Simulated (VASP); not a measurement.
Write the native input for VASP 6.6.1 that does the following.

```
Task                   : single point
Functional             : PBE
Potentials or basis    : VASP PAW PBE potentials, release 64 (Mg)
Cutoff                 : 520 eV
k mesh                 : 15 × 15 × 8
Occupations            : gaussian, width 0.1 eV
Spin                   : no spin polarisation
Dipole correction      : no
Further INCAR settings : ALGO = Normal; EDIFF = 1e-06; NBANDS = 9
```

The structure of Mg lies in POSCAR:

```
Mg
1.0
    3.1107189603      0.0000000000      0.0000000000
   -1.5553594802      2.6939616436      0.0000000000
    0.0000000000      0.0000000000      4.9789237865
Mg
2
Direct
    0.3333333333      0.6666666667      0.2500000000
    0.6666666667      0.3333333333      0.7500000000
```

One way to write it, as run:

INCAR

```
PREC = Accurate
ENCUT = 520
EDIFF = 1E-6
ISMEAR = 0
SIGMA = 0.1
LREAL = F
LASPH = T
NELM = 80
ALGO = Normal
ISIF = 2
LWAVE = F
LCHARG = T
GGA = PE
LELF = T
LVHAR = T
NBANDS = 9
```

KPOINTS

```
regular mesh
0
Gamma
  15 15 8
```

Potentials or basis: VASP PAW PBE potentials, release 64 (Mg).

The run is started by

```console
$ cat potpaw_PBE.64/Mg/POTCAR > POTCAR
$ mpirun -np 1 vasp_std > vasp.out
```

It gave:

The pressure is 4.0 GPa and the band gap on the k mesh is zero (bands 2 and 3 overlap by 2.00 eV).

Caveat: the cell stands under pressure.

It took 12 s on 1 thread of Intel(R) Xeon(R) 6975P-C (Granite Rapids), on a shared host, peak memory 0.18 GiB.
